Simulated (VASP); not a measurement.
# RbN (Cmmm) in VASP: relaxation of cell and atoms with PBE

Aim: the relaxation of cell and atoms of RbN with PBE.

Program: VASP 6.6.1. These are calculated values, not measurements. Logs are shortened: lines on timing, memory, paths and dates and some standing lists are left out, and cuts for length are marked.

### Step 1. The cell of the first run

Symmetry: Cmmm, No. 65, orthorhombic system. The conventional cell has a = 5.002 Å, b = 5.051 Å, c = 3.572 Å, α = 90.00°, β = 90.00°, γ = 90.00°. Rb (site symmetry mmm) has 8 N at 3.07 to 3.09 Å and 6 Rb at 3.55 to 3.57 Å within 4.0 Å. N (site symmetry mmm) has 8 Rb at 3.07 to 3.09 Å and 6 N at 3.55 to 3.57 Å within 4.0 Å.

The cell was generated, and may not be a known phase.

### Step 2. Relaxation of cell and atoms, PBE

File INCAR:

```
SYSTEM = RbN
ALGO = Normal ; EDIFF = 1E-6
EDIFFG = -0.01 ; ENCUT = 600
GGA = PE ; IBRION = 2
ISIF = 3 ; ISMEAR = 0
LASPH = .TRUE. ; LCHARG = .FALSE.
LREAL = .FALSE. ; LWAVE = .FALSE.
NELM = 100 ; NSW = 100
PREC = Accurate ; SIGMA = 0.1
```

File KPOINTS:

```
k-points
0
G
  16 16 16
  0 0 0
```

File POSCAR:

```
RbN
1.0
    2.5009338530     -2.5254428859      0.0000000000
    2.5009338530      2.5254428859      0.0000000000
    0.0000000000      0.0000000000      3.5716240892
Rb N
1 1
Direct
    0.5000000000      0.5000000000      0.0000000000
    0.0000000000      0.0000000000      0.5000000000
```

Potentials or basis: VASP PAW PBE potentials, release 64 (Rb_sv, N).

Started as:

```sh
$ cat potpaw_PBE.64/Rb_sv/POTCAR potpaw_PBE.64/N/POTCAR > POTCAR
$ mpirun -np 1 vasp_std > vasp.out
```

OUTCAR:

```text
SYSTEM = RbN
   EDIFF = 1E-6
   EDIFFG = -0.01
   ENCUT = 600
   GGA = PE
   IBRION = 2
   ISIF = 3
   ISMEAR = 0
   LASPH = .TRUE.
   LREAL = .FALSE.
   NELM = 100
   NSW = 100
   PREC = Accurate

 ion  position               nearest neighbor table
   1  0.500  0.500  0.000-   2 3.07   2 3.07   2 3.07   2 3.07   2 3.09   2 3.09   2 3.09   2 3.09

   2  0.000  0.000  0.500-   1 3.07   1 3.07   1 3.07   1 3.07   1 3.09   1 3.09   1 3.09   1 3.09

  LATTYP: Found a base centered orthorhombic cell.
 ALAT       =     5.0018677060
 B/A-ratio  =     1.0097999525
 C/A-ratio  =     0.7140580877

  Lattice vectors:

 A1 = (   2.5009338530,  -2.5254428859,   0.0000000000)
 A2 = (   2.5009338530,   2.5254428859,   0.0000000000)
 A3 = (   0.0000000000,   0.0000000000,   3.5716240892)

Analysis of symmetry for initial positions (statically):
=====================================================================
 Subroutine PRICEL returns:
 Original cell was already a primitive cell.

 Routine SETGRP: Setting up the symmetry group for a
 base centered orthorhombic supercell.

 Subroutine GETGRP returns: Found  8 space group operations
 (whereof  8 operations were pure point group operations)
 out of a pool of  8 trial point group operations.

The static configuration has the point symmetry D_2h.

Analysis of symmetry for dynamics (positions and initial velocities):
=====================================================================
 Subroutine PRICEL returns:
 Original cell was already a primitive cell.

 Routine SETGRP: Setting up the symmetry group for a
 base centered orthorhombic supercell.

 Subroutine GETGRP returns: Found  8 space group operations
 (whereof  8 operations were pure point group operations)
 out of a pool of  8 trial point group operations.

The dynamic configuration has the point symmetry D_2h.

 Subroutine INISYM returns: Found  8 space group operations
 (whereof  8 operations are pure point group operations),
 and found     1 'primitive' translations

----------------------------------------------------------------------------------------

                                     Primitive cell

  volume of cell :      45.1165

  direct lattice vectors                    reciprocal lattice vectors
     2.500933853 -2.525442886  0.000000000     0.199925320 -0.197985075  0.000000000
     2.500933853  2.525442886  0.000000000     0.199925320  0.197985075  0.000000000
     0.000000000  0.000000000  3.571624089     0.000000000  0.000000000  0.279984672
[... 104 lines left out ...]
     AMIX_MAG =   1.60;   BMIX_MAG =  1.00
  volume/ion in A,a.u.               =      22.56       152.23
  Fermi-wavevector in a.u.,A,eV,Ry     =   1.108338  2.094456 16.713584  1.228414
  Thomas-Fermi vector in A             =   2.244864
   LORBIT       =      0    0 simple, 1 ext, 2 COOP (PROOUT), +10 PAW based schemes
   GGA     = PE    functional components
   LHFCALC =     F    Hartree Fock is set to
   AEXX    =    0.0000 exact exchange contribution
   IVDW    =     0    specifies the selected vdW correction
   LEPSILON=     F    determine dielectric tensor
   LRPA    =     F    only Hartree local field effects (RPA)
 conjugate gradient relaxation of ions
 non-spin polarized calculation
 Gauss-broadening in eV      SIGMA  =   0.10
  energy-cutoff  :      600.00
  volume of cell :       45.12
 maximum number of plane-waves:      1522
   NGX = 15   NGY = 15   NGZ = 15

--------------------------------------- Ionic step        1  -------------------------------------------

 number of electron      14.0000001 magnetization

 Free energy of the ion-electron system (eV)
  ---------------------------------------------------
  ext. energy  EPLUGINS =         0.00000000
  ---------------------------------------------------
  free energy    TOTEN  =        -5.72080953 eV

  energy without entropy =       -5.70124645  energy(sigma->0) =       -5.71102799

------------------------ aborting loop because EDIFF is reached ----------------------------------------

  FORCE on cell =-STRESS in cart. coord.  units (eV):
  Direction    XX          YY          ZZ          XY          YZ          ZX
  --------------------------------------------------------------------------------------
  -------------------------------------------------------------------------------------
  Total        0.0445835     -0.0323012     -0.0030482      0.0000000      0.0000000      0.0000000
  in kB        1.5832508     -1.1470785     -0.1082468      0.0000000      0.0000000      0.0000000
  external PRESSURE =       0.1093085 kB  Pullay stress =       0.0000000 kB
[... 59 lines left out ...]
--------------------------------------- Ionic step        3  -------------------------------------------

 number of electron      14.0000001 magnetization

 Free energy of the ion-electron system (eV)
  ---------------------------------------------------
  ext. energy  EPLUGINS =         0.00000000
  ---------------------------------------------------
  free energy    TOTEN  =        -5.72099138 eV

  energy without entropy =       -5.70142775  energy(sigma->0) =       -5.71120956

 E-fermi :   0.0130     XC(G=0):  -8.8023

 val. band max:        0.0124710580   @ k =   0.1250   0.0625   0.0625
 cond. band min:       0.0136372927   @ k =  -0.1250   0.0625   0.0625
 fundamental gap:      0.0011662347
 Fermi energy:         0.0130429552

 k-point     1 :       0.0000    0.0000    0.0000
  band No.  band energies     occupation
      1     -25.4480      2.00000
      2     -11.7029      2.00000
      3      -9.1083      2.00000
      4      -9.0958      2.00000
      5      -9.0935      2.00000
      6       0.3866      0.00000
      7       0.3968      0.00000
      8       0.3976      0.00000
      9       5.0165      0.00000
     10       5.5897      0.00000
     11       5.6035      0.00000
[... 309 lines left out ...]
 k-point    24 :      -0.0625    0.0625    0.0000
  band No.  band energies     occupation
      1     -25.4398      2.00000
      2     -11.7301      2.00000
      3      -9.1354      2.00000
      4      -9.0977      2.00000
      5      -9.0702      2.00000
      6       0.2504      0.00079
      7       0.3526      0.00000
      8       0.3700      0.00000
      9       5.2488      0.00000
     10       5.6976      0.00000
     11       5.7964      0.00000

 [... further k-points ...]

------------------------ aborting loop because EDIFF is reached ----------------------------------------

  FORCE on cell =-STRESS in cart. coord.  units (eV):
  Direction    XX          YY          ZZ          XY          YZ          ZX
  --------------------------------------------------------------------------------------
  -------------------------------------------------------------------------------------
  Total        0.0046800     -0.0126761     -0.0113127     -0.0000000      0.0000000      0.0000000
  in kB        0.1660522     -0.4497574     -0.4013849     -0.0000000      0.0000000      0.0000000
  external PRESSURE =      -0.2283634 kB  Pullay stress =       0.0000000 kB
[... 17 lines left out ...]
  FREE ENERGIE OF THE ION-ELECTRON SYSTEM (eV)
  ---------------------------------------------------
  free  energy   TOTEN  =        -5.7209913818 eV

  energy  without entropy=       -5.7014277475  energy(sigma->0) =       -5.71120956

 reached required accuracy - stopping structural energy minimisation
```

OSZICAR:

```text
N       E                     dE             d eps       ncg     rms          rms(c)
DAV:   1     0.690928747102E+02    0.69093E+02   -0.74324E+03 14462   0.126E+03
DAV:   2    -0.314016212692E+01   -0.72233E+02   -0.70322E+02 21774   0.223E+02
[... 17 lines left out ...]
   2 F= -.57208758E+01 E0= -.57110946E+01  d E =-.662899E-04
       N       E                     dE             d eps       ncg     rms          rms(c)
DAV:   1    -0.572191936916E+01   -0.10435E-02   -0.67020E-02 15081   0.219E+00    0.243E-01
DAV:   2    -0.572115997031E+01    0.75940E-03   -0.18392E-03 17842   0.230E-01    0.727E-02
DAV:   3    -0.572101583627E+01    0.14413E-03   -0.21543E-04 17197   0.107E-01    0.377E-02
DAV:   4    -0.572099107514E+01    0.24761E-04   -0.50035E-05 17592   0.637E-02    0.700E-03
DAV:   5    -0.572099138182E+01   -0.30667E-06   -0.32484E-06 15476   0.149E-02
   3 F= -.57209914E+01 E0= -.57112096E+01  d E =-.181853E-03
```

Wall time 5.4 min (1 thread of Intel Xeon 8259CL, shared host); peak memory 0.49 GiB.

Results:

```yaml
Free_energy: -5.7210 eV
Relaxed_volume: 22.58 Å³/atom
Relaxed_cell: a = 3.556 Å, b = 3.556 Å, c = 3.571 Å, α = 90.00°, β = 90.00°, γ = 90.13°
Space_group_after_relaxing_to_0.1_Å: Pm-3m (No. 221)
Energy_gained_by_relaxing: 0.1 meV/atom
Ionic_steps: 3
Pressure_after_relaxing: 0.0 GPa
Band_gap_on_the_k_mesh: zero (bands 7 and 8 overlap by 1.54 eV)
```

Step by step:
```
step  energy change (eV)  largest force (eV/Å)  pressure (GPa)  volume (Å³)
   1              0.0000                0.0000            0.01        45.12
   2             -0.0001                0.0000            0.00        45.13
   3             -0.0002                0.0000           -0.02        45.16
```

Final structure:
```
CELL_PARAMETERS angstrom
2.51169 -2.51757 0.00000
2.51169 2.51757 0.00000
0.00000 0.00000 3.57057
ATOMIC_POSITIONS crystal
Rb 0.50000 0.50000 0.00000
N 0.00000 0.00000 0.50000
```
